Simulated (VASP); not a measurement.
Set up this calculation in VASP 6.6.1, as the native input.

```
Task                   : single point
Functional             : PBEsol
Potentials or basis    : VASP PAW PBE potentials, release 64 (Y_sv, Se)
Cutoff                 : 520 eV
k mesh                 : 14 × 14 × 14
Occupations            : gaussian, width 0.15 eV
Spin                   : no spin polarisation
Dipole correction      : no
Further INCAR settings : ALGO = Normal; EDIFF = 1e-06; NBANDS = 16
```

The structure of YSe lies in POSCAR:

```
YSe
1.0
    0.0000000000      2.8750000000      2.9181250000
    2.8750000000      0.0000000000      2.9181250000
    2.8750000000      2.8750000000      0.0000000000
Y Se
1 1
Direct
    0.0000000000      0.0000000000      0.0000000000
    0.5000000000      0.5000000000      0.5000000000
```

This cell differs from its parent crystal: strain +0.000 along x and y, +0.015 along z.

One way to write it, as run:

INCAR

```
SYSTEM = YSe
PREC = Accurate
ENCUT = 520
EDIFF = 1E-6
ISMEAR = 0
SIGMA = 0.15
LREAL = .False.
LASPH = .True.
NELM = 60
ALGO = Normal
ISIF = 2
LWAVE = .False.
LCHARG = .False.
GGA = PS
NBANDS = 16
```

KPOINTS

```
Automatic mesh
0
Gamma
  14 14 14
  0 0 0
```

Potentials or basis: VASP PAW PBE potentials, release 64 (Y_sv, Se).

The run is started by

```bash
$ cat potpaw_PBE.64/Y_sv/POTCAR potpaw_PBE.64/Se/POTCAR > POTCAR
$ mpirun -np 1 vasp_std > vasp.out
```

It gave:

The pressure is -3.5 GPa.

Caveat: the cell differs from its parent crystal (strain +0.000 along x and y, +0.015 along z); the PAW data sets were made with another functional, which shifts forces and pressure a little.

Run time: 72 s on 1 thread of Intel(R) Xeon(R) 6975P-C (Granite Rapids), with other jobs on the host, peak memory 0.35 GiB.
